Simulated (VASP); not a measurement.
# Ir (C2/m) in VASP: single point with LDA

Aim: the single point of Ir with LDA.

Everything below comes from runs of VASP 6.6.1. Logs are shortened: lines on timing, memory, paths and dates and some standing lists are left out, and cuts for length are marked.

## 1. The cell of the first run

It takes space group C2/m (No. 12, monoclinic). Conventional cell: a = 4.702 Å, b = 2.715 Å, c = 4.702 Å, α = 90.00°, β = 109.47°, γ = 90.00°. Ir (site symmetry m) has 12 Ir at 2.63 to 2.80 Å within 3.5 Å.

## 2. Single point, LDA (atoms displaced along a vibrational mode)

The input, INCAR:

```
ALGO = Fast
EDIFF = 1E-6
ENCUT = 520
GGA = CA
ISIF = 2
ISMEAR = 0
LASPH = T
LCHARG = F
LREAL = F
LWAVE = F
NBANDS = 16
NELM = 100
PREC = Accurate
SIGMA = 0.15
```

The input, KPOINTS:

```
k-points
0
Gamma
  24 24 20
```

The input, POSCAR:

```
Ir
1.0
    0.0000000000     -1.9197000000     -1.9197000000
   -1.9197000000      0.0000000000     -1.9197000000
    1.9197000000      1.9197000000     -3.8394000000
Ir
2
Direct
    0.5159512137      0.5159512137      0.4999954300
   -0.0159512137     -0.0159512137      0.0000045700
```

Potentials or basis: VASP PAW LDA potentials, release 64 (Ir).

On the command line:

```sh
> cat potpaw_LDA.64/Ir/POTCAR > POTCAR
> mpirun -np 1 vasp_std > vasp.out
```

OUTCAR:

```text
EDIFF = 1E-6
   ENCUT = 520
   GGA = CA
   ISIF = 2
   ISMEAR = 0
   LASPH = T
   LREAL = F
   NELM = 100
   PREC = Accurate

 ion  position               nearest neighbor table
   1  0.516  0.516  0.500-   2 2.63   2 2.68   2 2.68   2 2.76   2 2.76   2 2.80
   2  0.984  0.984  0.000-   1 2.63   1 2.68   1 2.68   1 2.76   1 2.76   1 2.80

  LATTYP: Found a trigonal (rhomboedric) cell.
 ALAT       =     4.7022854592
 COS(alpha) =     0.8333333333

  Lattice vectors:

 A1 = (   1.9197000000,   3.8394000000,  -1.9197000000)
 A2 = (   3.8394000000,   1.9197000000,  -1.9197000000)
 A3 = (   1.9197000000,   1.9197000000,  -3.8394000000)

Analysis of symmetry for initial positions (statically):
=====================================================================
 Subroutine PRICEL returns:
 Original cell was already a primitive cell.

 Routine SETGRP: Setting up the symmetry group for a
 trigonal (rhombohedral) supercell.

 Subroutine GETGRP returns: Found  4 space group operations
 (whereof  2 operations were pure point group operations)
 out of a pool of 12 trial point group operations.

The static configuration has the point symmetry C_1h.
 The point group associated with its full space group is C_2h.

Analysis of symmetry for dynamics (positions and initial velocities):
=====================================================================
 Subroutine PRICEL returns:
 Original cell was already a primitive cell.

 Routine SETGRP: Setting up the symmetry group for a
 trigonal (rhombohedral) supercell.

 Subroutine GETGRP returns: Found  4 space group operations
 (whereof  2 operations were pure point group operations)
 out of a pool of 12 trial point group operations.

The dynamic configuration has the point symmetry C_1h.
 The point group associated with its full space group is C_2h.

 Subroutine INISYM returns: Found  4 space group operations
 (whereof  2 operations are pure point group operations),
 and found     1 'primitive' translations

----------------------------------------------------------------------------------------

                                     Primitive cell

  volume of cell :      28.2983

  direct lattice vectors                    reciprocal lattice vectors
     0.000000000 -1.919700000 -1.919700000     0.130228682 -0.390686045 -0.130228682
    -1.919700000  0.000000000 -1.919700000    -0.390686045  0.130228682 -0.130228682
     1.919700000  1.919700000 -3.839400000     0.130228682  0.130228682 -0.130228682

[... 105 lines left out ...]
   EDIFF  = 0.1E-05   stopping-criterion for ELM
   LREAL  =      F    real-space projection
   EDIFFG = 0.1E-04   stopping-criterion for IOM
   NSW    =      0    number of steps for IOM
   IBRION =     -1    ionic relax: 0-MD 1-quasi-New 2-CG
   NFREE  =      0    steps in history (QN), initial steepest desc. (CG)
   ISIF   =      2    stress and relaxation
   ISYM   =      2    0-nonsym 1-usesym 2-fastsym
   POTIM  = 0.5000    time-step for ionic-motion
   TEBEG  =    0.0;   TEEND  =   0.0 temperature during run
   PSTRESS=    0.0 pullay stress
   NELECT =      18.0000    total number of electrons
   NUPDOWN=      -1.0000    fix difference up-down
   EMIN   =  10.00;   EMAX   =-10.00  energy-range for DOS
   EFERMI =   0.00;   METHOD = LEGACY
   ISMEAR =     0;   SIGMA  =   0.15  broadening in eV -4-tet -1-fermi 0-gaus
   EFERMI_NEDOS =   21; number of points for ismear=-14 and -15
   IALGO  =     68    algorithm
   IMIX   =      4    mixing-type and parameters
     AMIX     =   0.40;   BMIX     =  1.00
     AMIX_MAG =   1.60;   BMIX_MAG =  1.00
  volume/ion in A,a.u.               =      14.15        95.48
  Fermi-wavevector in a.u.,A,eV,Ry     =   1.407923  2.660589 26.970118  1.982248
  Thomas-Fermi vector in A             =   2.530133
   LORBIT       =      0    0 simple, 1 ext, 2 COOP (PROOUT), +10 PAW based schemes
   GGA     = CA    functional components
   LHFCALC =     F    Hartree Fock is set to
   AEXX    =    0.0000 exact exchange contribution
   IVDW    =     0    specifies the selected vdW correction
   LEPSILON=     F    determine dielectric tensor
   LRPA    =     F    only Hartree local field effects (RPA)
 non-spin polarized calculation
 RMM-DIIS sequential band-by-band and
 Gauss-broadening in eV      SIGMA  =   0.15
  energy-cutoff  :      520.00
  volume of cell :       28.30
 maximum number of plane-waves:       780
   NGX = 11   NGY = 11   NGZ = 17

 number of electron      17.9999999 magnetization

 Free energy of the ion-electron system (eV)
  ---------------------------------------------------
  ext. energy  EPLUGINS =         0.00000000
  ---------------------------------------------------
  free energy    TOTEN  =       -20.60125635 eV

  energy without entropy =      -20.57938035  energy(sigma->0) =      -20.59031835

 E-fermi :  10.3058     XC(G=0): -14.1371

 val. band max:       10.3056887074   @ k =   0.3333   0.0417   0.1500
 cond. band min:      10.3061689330   @ k =  -0.4583   0.1667   0.3500
 fundamental gap:      0.0004802255
 Fermi energy:        10.3058161287

 k-point     1 :       0.0000    0.0000    0.0000
  band No.  band energies     occupation
      1      -0.7946      2.00000
      2       2.2097      2.00000
      3       6.3120      2.00000
      4       6.3256      2.00000
      5       6.3466      2.00000
      6       6.4210      2.00000
[... 433 lines left out ...]
      3       4.5714      2.00000
      4       4.9005      2.00000
      5       6.2481      2.00000
      6       6.5518      2.00000
[... 8 lines left out ...]
     15      24.0413      0.00000
     16      26.1604      0.00000

 [... further k-points ...]

------------------------ aborting loop because EDIFF is reached ----------------------------------------

  FORCE on cell =-STRESS in cart. coord.  units (eV):
  Direction    XX          YY          ZZ          XY          YZ          ZX
  --------------------------------------------------------------------------------------
  -------------------------------------------------------------------------------------
  Total       -0.7963986     -0.7963986     -1.0453910      0.2696641      0.0025361      0.0025360
  in kB      -45.0900805    -45.0900805    -59.1873979     15.2677028      0.1435849      0.1435831
  external PRESSURE =     -49.7891863 kB  Pullay stress =       0.0000000 kB

 VOLUME and BASIS-vectors are now :
 -----------------------------------------------------------------------------
  energy-cutoff  :      520.00
  volume of cell :       28.30
      direct lattice vectors                 reciprocal lattice vectors
     0.000000000 -1.919700000 -1.919700000     0.130228682 -0.390686045 -0.130228682
    -1.919700000  0.000000000 -1.919700000    -0.390686045  0.130228682 -0.130228682
     1.919700000  1.919700000 -3.839400000     0.130228682  0.130228682 -0.130228682

 POSITION                                       TOTAL-FORCE (eV/Angst)
 -----------------------------------------------------------------------------------
     -0.03063     -0.03063     -3.90063         0.289722      0.289722      0.538290
     -1.88907     -1.88907     -3.77817        -0.289722     -0.289722     -0.538290
 -----------------------------------------------------------------------------------
    total drift:                               -0.000000     -0.000000      0.000000

  FREE ENERGIE OF THE ION-ELECTRON SYSTEM (eV)
  ---------------------------------------------------
  free  energy   TOTEN  =       -20.6012563541 eV

  energy  without entropy=      -20.5793803507  energy(sigma->0) =      -20.59031835
```

OSZICAR:

```text
N       E                     dE             d eps       ncg     rms          rms(c)
DAV:   1     0.147858603978E+03    0.14786E+03   -0.82301E+03 96760   0.112E+03
DAV:   2    -0.178368550226E+02   -0.16570E+03   -0.14903E+03 96536   0.313E+02
DAV:   3    -0.217868361425E+02   -0.39500E+01   -0.38980E+01131656   0.590E+01
DAV:   4    -0.218332816217E+02   -0.46445E-01   -0.46432E-01111792   0.537E+00
DAV:   5    -0.218346592847E+02   -0.13777E-02   -0.13776E-02135176   0.958E-01    0.223E+01
RMM:   6    -0.207826069801E+02    0.10521E+01   -0.11344E+00 97606   0.118E+01    0.846E+00
RMM:   7    -0.206080237598E+02    0.17458E+00   -0.59308E-01101798   0.568E+00    0.211E+00
RMM:   8    -0.206114488987E+02   -0.34251E-02   -0.78123E-02113258   0.312E+00    0.194E+00
RMM:   9    -0.206119221648E+02   -0.47327E-03   -0.21373E-02115658   0.114E+00    0.125E+00
RMM:  10    -0.206015847513E+02    0.10337E-01   -0.17401E-02101810   0.183E+00    0.114E+00
RMM:  11    -0.206017978583E+02   -0.21311E-03   -0.13384E-03116709   0.285E-01    0.789E-01
RMM:  12    -0.206016615016E+02    0.13636E-03   -0.21942E-04112150   0.151E-01    0.629E-01
RMM:  13    -0.206014328608E+02    0.22864E-03   -0.15187E-04109550   0.130E-01    0.421E-01
RMM:  14    -0.206012629478E+02    0.16991E-03   -0.30868E-04112617   0.186E-01    0.108E-01
RMM:  15    -0.206012554602E+02    0.74876E-05   -0.73813E-05111126   0.623E-02    0.403E-02
RMM:  16    -0.206012565039E+02   -0.10438E-05   -0.97773E-06113530   0.326E-02    0.441E-02
RMM:  17    -0.206012563541E+02    0.14986E-06   -0.26901E-06 80613   0.119E-02
   1 F= -.20601256E+02 E0= -.20590318E+02  d E =-.218760E-01
```

It took 13 min on 1 thread of Intel Xeon Platinum 8488C (Sapphire Rapids), shared host; peak memory 1.1 GiB.

What came out:

| Property | Result |
| --- | --- |
| Free energy | -20.6013 eV |
| Pressure | -5.0 GPa |
| Largest force | 0.676 eV/Å |
| Band gap on the k mesh | zero (bands 9 and 10 overlap by 2.80 eV) |

Forces on the atoms (eV/Å):
```
Ir   0.290  0.290  0.538
Ir  -0.290 -0.290 -0.538
```

Caveat: the cell differs from its parent crystal (atoms displaced along a vibrational mode); the cell stands under tension; spin-orbit coupling is left out, which moves the levels of the heavy elements.
